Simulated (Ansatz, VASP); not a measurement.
## One calculation of YbSe2, two programs

```xyz
3
Lattice="2.4080 1.3902 3.9326 -2.4080 1.3902 3.9326 0.0000 -2.7805 3.9326" Properties=species:S:1:pos:R:3 pbc="T T T"
Yb    0.0000    0.0000    0.0000
Se    0.0000    0.0000    2.9495
Se    0.0000    0.0000    8.8482
```

Alike in both runs: task single point; functional PBE; k mesh 8 × 8 × 8; occupations fermi-dirac, width 0.15 eV; collinear spin.

|  | VASP | Ansatz |
| --- | --- | --- |
| version | VASP 6.6.1 | Ansatz 0.2.0 |
| potentials or method | VASP PAW PBE potentials, release 64 (Yb, Se), cutoff 520 eV | scalar-relativistic, plane waves, PAW |
| valence electrons in the cell | 36 | 56 |

Ansatz gave:

```
gap on the k mesh at the Fermi level (eV) : none
pressure (GPa)                            : 0.6
net moment per atom (μB)                  : 0.00
```

Which values does VASP return?

gap on the k mesh at the Fermi level (eV): none; pressure (GPa): 1.2; net moment per atom (μB): 0.00.

A gap of «none» marks a metal or a gap that the smearing closes. The functional is the same, so the differences come from potentials, cutoffs and numerics. VASP's potentials hold 36 valence electrons a cell and Ansatz's 56, so a difference there can come from the potentials and not from the codes. Ansatz's warnings: given moment on shells, seeded moment not kept.

Neither program's run includes spin-orbit coupling.
